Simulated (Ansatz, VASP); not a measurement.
**One calculation of Ti3Si, two programs**

Contents of INCAR:

```
SYSTEM = Ti3Si
  PREC = Accurate
  ENCUT = 600
  EDIFF = 1E-6
  ISMEAR = 0
  SIGMA = 0.1
  LREAL = .False.
  LASPH = .True.
  NELM = 80
  ALGO = Fast
  ISIF = 3
  LWAVE = .False.
  LCHARG = .False.
  GGA = CA
  IBRION = 2
  NSW = 100
  EDIFFG = -0.005
```

Contents of KPOINTS:

```
regular mesh
0
Gamma
  6 6 8
  0 0 0
```

Contents of POSCAR:

```
Ti3Si
1.0
    5.6313135898      0.0000000000      0.0000000000
   -2.8156567949      4.8768606255      0.0000000000
    0.0000000000      0.0000000000      4.5054524700
Ti Si
6 2
Direct
    0.3435999600      0.1717999800      0.7500000000
    0.8282000200      0.1717999800      0.7500000000
    0.8282000200      0.6564000400      0.7500000000
    0.6564000400      0.8282000200      0.2500000000
    0.1717999800      0.8282000200      0.2500000000
    0.1717999800      0.3435999600      0.2500000000
    0.3333333300      0.6666666700      0.7500000000
    0.6666666700      0.3333333300      0.2500000000
```

Input for Ansatz:

```yaml
crystal:
  lattice:
    - [5.6313135898, 0.0, 0.0]
    - [-2.8156567949, 4.8768606255, 0.0]
    - [0.0, 0.0, 4.50545247]
  atoms:
    - { symbol: Ti, position: [0.34359996, 0.17179998, 0.75] }
    - { symbol: Ti, position: [0.82820002, 0.17179998, 0.75] }
    - { symbol: Ti, position: [0.82820002, 0.65640004, 0.75] }
    - { symbol: Ti, position: [0.65640004, 0.82820002, 0.25] }
    - { symbol: Ti, position: [0.17179998, 0.82820002, 0.25] }
    - { symbol: Ti, position: [0.17179998, 0.34359996, 0.25] }
    - { symbol: Si, position: [0.33333333, 0.66666667, 0.75] }
    - { symbol: Si, position: [0.66666667, 0.33333333, 0.25] }
basis:
  ecutwfc: 420
kpoints:
  mp_grid: { grid: [6, 6, 8] }
hamiltonian:
  xc: lda
scf:
  occupations: { method: gaussian, width: 0.1 }
output:
  forces: true
  stress: true
  eigenvalues: true
  write_density: true
  write_potential: true
  elf: true
  volumetric_format: npy
relax:
  adjacent_minimum: "off"
  f_tol: 0.005
  max_steps: 80
  cell: { stress_tol: 0.05 }
```

Alike in both runs: task relaxation of cell and atoms; functional LDA; k mesh 6 × 6 × 8; occupations gaussian, width 0.1 eV; no spin polarisation.

```csv
,VASP,Ansatz
version,VASP 6.6.1,Ansatz 0.2.0
potentials or method,"VASP PAW LDA potentials, release 64 (Ti_sv, Si), cutoff 600 eV","scalar-relativistic, plane waves, PAW"
valence electrons in the cell,80,80
```

Ansatz gave:

* gap on the k mesh at the Fermi level, each at its own relaxed structure (eV): none
* relaxed volume (Å³/atom): 14.64
* relaxed cell length with the largest relative difference (Å): 4.438

**Question.** What did VASP give for the same quantities?

**Answer.** gap on the k mesh at the Fermi level, each at its own relaxed structure (eV): none; relaxed volume (Å³/atom): 14.64; relaxed cell length with the largest relative difference (Å): 4.441.

LDA's correlation is that of Perdew and Zunger in VASP and of Perdew and Wang (1992) in Ansatz. A gap of «none» marks a metal or a gap that the smearing closes.
